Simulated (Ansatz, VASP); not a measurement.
# Two plane-wave programs on Al3BP2

```
Al B P
1.0
     4.86443    0.00000    0.00000
    -2.43222    4.21272    0.00000
     0.00000    0.00000    7.60149
Al B P
3 1 2
Direct
  0.50000 0.00000 0.50000
  0.00000 0.50000 0.50000
  0.50000 0.50000 0.50000
  0.00000 0.00000 0.50000
  0.33333 0.66667 0.50000
  0.66667 0.33333 0.50000
```

Alike in both runs: task relaxation of cell and atoms; functional PBE; k mesh 6 × 6 × 2; occupations gaussian, width 0.1 eV; no spin polarisation.

|  | VASP | Ansatz |
| --- | --- | --- |
| version | VASP 6.6.1 | Ansatz 0.2.0 |
| potentials or method | VASP PAW PBE potentials, release 64 (Al, B_h, P), cutoff 910 eV | scalar-relativistic, plane waves, PAW |
| valence electrons in the cell | 22 | 22 |

```tsv
	VASP	Ansatz	Ansatz less VASP
gap on the k mesh at the Fermi level, each at its own relaxed structure (eV)	none	none	-
relaxed volume (Å³/atom)	65.40	44.32	-21.082
relaxed cell length with the largest relative difference (Å)	7.597	5.161	-2.4355
```

A gap of «none» marks a metal or a gap that the smearing closes. One of these differences is far larger than is usual between the two programs; its cause wasn't traced.

The k mesh is coarse, so the values compare programs but aren't converged. Noted on VASP's run: the volume moved by over 15 % at a fixed basis, so the end points are rough.
